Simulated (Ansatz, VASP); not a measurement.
## One calculation of Ge, two programs

```xyz
4
Lattice="3.9956 0.0000 0.0000 -1.9978 3.4603 0.0000 0.0000 0.0000 6.6027" Properties=species:S:1:pos:R:3 pbc="T T T"
Ge    1.9978    1.1534    0.4158
Ge    0.0000    2.3069    3.7172
Ge    1.9978    1.1534    2.8855
Ge    0.0000    2.3069    6.1869
```

Alike in both runs: task single point; functional r2SCAN; k mesh 12 × 12 × 6; occupations gaussian, width 0.03 eV; no spin polarisation.

|  | VASP | Ansatz |
| --- | --- | --- |
| version | VASP 6.6.1 | Ansatz 0.2.0 |
| potentials or method | VASP PAW PBE potentials, release 64 (Ge_d), cutoff 520 eV | scalar-relativistic, plane waves, PAW |
| valence electrons in the cell | 56 | 56 |

```tsv
	VASP	Ansatz	Ansatz less VASP
gap on the k mesh at the Fermi level (eV)	0.08	0.10	+0.021
least direct gap on the mesh (eV)	0.08	0.10	+0.021
pressure (GPa)	0.1	0.0	-0.06
```

VASP's potentials were made for PBE, not for r2SCAN.
